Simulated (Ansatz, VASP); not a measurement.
One calculation of SnSe, two programs

Contents of INCAR:

```
SYSTEM = SnSe
PREC = Accurate
ENCUT = 520
EDIFF = 1E-6
ISMEAR = -1
SIGMA = 0.02
LREAL = .False.
LASPH = .True.
NELM = 100
ALGO = Normal
ISIF = 2
LWAVE = .False.
LCHARG = .False.
NBANDS = 17
```

Contents of KPOINTS:

```
regular mesh
0
Gamma
  9 9 9
  0 0 0
```

The input POSCAR:

```
SnSe
1.0
    0.0000000000      2.9897980490      2.9897980490
    2.9897980490      0.0000000000      2.9897980490
    2.9897980490      2.9897980490      0.0000000000
Sn Se
1 1
Direct
    0.0000000000      0.0000000000      0.0000000000
    0.5000000000      0.5000000000      0.5000000000
```

Input for Ansatz:

```yaml
crystal:
  lattice:
    - [0.0, 2.989798049, 2.989798049]
    - [2.989798049, 0.0, 2.989798049]
    - [2.989798049, 2.989798049, 0.0]
  atoms:
    - { symbol: Sn, position: [0.0, 0.0, 0.0] }
    - { symbol: Se, position: [0.5, 0.5, 0.5] }
kpoints:
  mp_grid: { grid: [9, 9, 9] }
  band_path:
    path:
      - [0.0, 0.0, 0.0]
      - [0.5, 0.0, 0.5]
      - [0.625, 0.25, 0.625]
      - [0.375, 0.375, 0.75]
      - [0.0, 0.0, 0.0]
      - [0.5, 0.5, 0.5]
      - [0.5, 0.25, 0.75]
      - [0.5, 0.0, 0.5]
    npoints: 5
scf:
  occupations: { method: fermi_dirac, width: 0.02 }
hamiltonian:
  xc: lda
  pseudopotentials: { kind: all_electron, lapw: { basis_error: 0.00025 } }
output:
  forces: true
  stress: true
  eigenvalues: true
```

Change from the starting cell: volume scaled by 0.98.

Alike in both runs: task single point; functional LDA; k mesh 9 × 9 × 9; occupations fermi-dirac, width 0.02 eV; no spin polarisation.

```csv
,VASP,Ansatz
version,VASP 6.6.1,Ansatz 0.2.0
potentials or method,"VASP PAW LDA potentials, release 64 (Sn_d, Se), cutoff 520 eV","all-electron LAPW, scalar-relativistic"
```

```tsv
	VASP	Ansatz	Ansatz less VASP
pressure (GPa)	-2.2	-2.3	-0.10
```

LDA's correlation is that of Perdew and Zunger in VASP and of Perdew and Wang (1992) in Ansatz. Ansatz ran all-electron here, and VASP with PAW potentials.
